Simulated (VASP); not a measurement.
## Mg8HO8 (a cell with a defect): single point with PBE+D3(BJ)

Mg8HO8 (a cell with a defect):

```
CELL_PARAMETERS angstrom
0.00000 4.26650 4.26650
4.26650 0.00000 4.26650
4.26650 4.26650 0.00000
ATOMIC_POSITIONS crystal
Mg 0.99359 0.01306 0.99903
Mg 0.96716 0.02342 0.47935
Mg 0.98944 0.50769 0.99701
Mg 0.99977 0.50217 0.49783
Mg 0.49595 0.00689 0.00151
Mg 0.52862 0.02307 0.48090
Mg 0.50583 0.50761 0.99710
Mg 0.50132 0.50639 0.49117
O 0.24743 0.23698 0.26775
O 0.25073 0.25591 0.74727
O 0.24473 0.75758 0.24828
O 0.24853 0.74878 0.75580
O 0.74733 0.26852 0.23599
O 0.74607 0.25610 0.74696
O 0.74938 0.75731 0.24840
O 0.74785 0.76093 0.74333
H 0.24358 0.91477 0.59670
```

* Program: VASP 6.6.1
* Task: single point
* Functional: PBE
* Dispersion: D3(BJ)
* Potentials or basis: VASP PAW PBE potentials, release 64 (Mg, O, H)
* Cutoff: 520 eV
* k mesh: 3 × 3 × 3
* Occupations: gaussian, width 0.02 eV
* Spin: no spin polarisation
* Dipole correction: no
* Charge: 1
* Further INCAR settings: LREAL = Auto; ALGO = Normal; EDIFF = 1e-06; NBANDS = 46; NELECT = 64.0

```json
{
  "Largest force": "0.139 eV/Å",
  "Dispersion energy per atom": "-0.275 eV"
}
```

Forces on the atoms (eV/Å):
```
Mg   0.037  0.009  0.008
Mg   0.013  0.017  0.008
Mg  -0.008  0.017 -0.003
Mg   0.000  0.007  0.011
Mg   0.012 -0.008 -0.009
Mg  -0.004 -0.017  0.013
Mg   0.005  0.007 -0.018
Mg  -0.029 -0.002 -0.016
O   -0.008 -0.017  0.015
O    0.002 -0.013 -0.003
O   -0.006  0.004 -0.007
O   -0.017  0.071 -0.119
O   -0.004 -0.007  0.011
O   -0.012  0.013 -0.002
O   -0.007 -0.006  0.007
O   -0.001  0.007  0.013
H    0.028 -0.082  0.091
```

Levels at points of the mesh, in eV from the Fermi level:
```csv
k point,band 30,band 31,band 32,band 33,band 34,band 35
"(0.00, 0.00, 0.00)",-0.18,-0.14,-0.12,3.85,6.36,7.48
```

Run time: 2.2 min on 1 thread of Intel(R) Xeon(R) 6975P-C (Granite Rapids) (shared host), peak memory 0.35 GiB.

Caveat: the k points lie up to 0.43 Å⁻¹ apart; the cell carries a net charge on a neutralising background, which shifts energy and pressure; the cell is charged against a uniform background, so pressure and absolute levels hang on convention.
